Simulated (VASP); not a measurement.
A run of VASP 6.6.1 is set up as follows.

INCAR

```
SYSTEM = B6As
PREC = Accurate
ENCUT = 600
EDIFF = 1E-7
ISMEAR = 0
SIGMA = 0.02
LREAL = .False.
LASPH = .True.
NELM = 80
ALGO = Normal
ISIF = 4
LWAVE = .False.
LCHARG = .False.
GGA = PS
IBRION = 2
NSW = 50
EDIFFG = -0.01
```

Contents of KPOINTS:

```
regular mesh
0
Gamma
  6 6 6
  0 0 0
```

POSCAR

```
B6As
1.0
    3.0304928445      1.7496558596      3.9080263265
   -3.0304928445      1.7496558596      3.9080263265
    0.0000000000     -3.4993117191      3.9080263265
B As
12 2
Direct
    0.0156621731      0.0156621731      0.3246875850
    0.0156621731      0.3246875850      0.0156621731
    0.8217888295      0.2725960786      0.8217888295
    0.8217888295      0.8217888295      0.2725960786
    0.2725960786      0.8217888295      0.8217888295
    0.7274039214      0.1782111705      0.1782111705
    0.1782111705      0.7274039214      0.1782111705
    0.1782111705      0.1782111705      0.7274039214
    0.9843378269      0.6753124150      0.9843378269
    0.9843378269      0.9843378269      0.6753124150
    0.6753124150      0.9843378269      0.9843378269
    0.3246875850      0.0156621731      0.0156621731
    0.6008011050      0.6008011050      0.6008011050
    0.3991988950      0.3991988950      0.3991988950
```

Potentials or basis: VASP PAW PBE potentials, release 64 (B, As).

The run is started by

```sh
$ cat potpaw_PBE.64/B/POTCAR potpaw_PBE.64/As/POTCAR > POTCAR
$ mpirun -np 1 vasp_std > vasp.out
```

(1) What does it give for the band gap on the k mesh?

Results:

(1) 2.62 eV (least direct gap 2.65 eV).
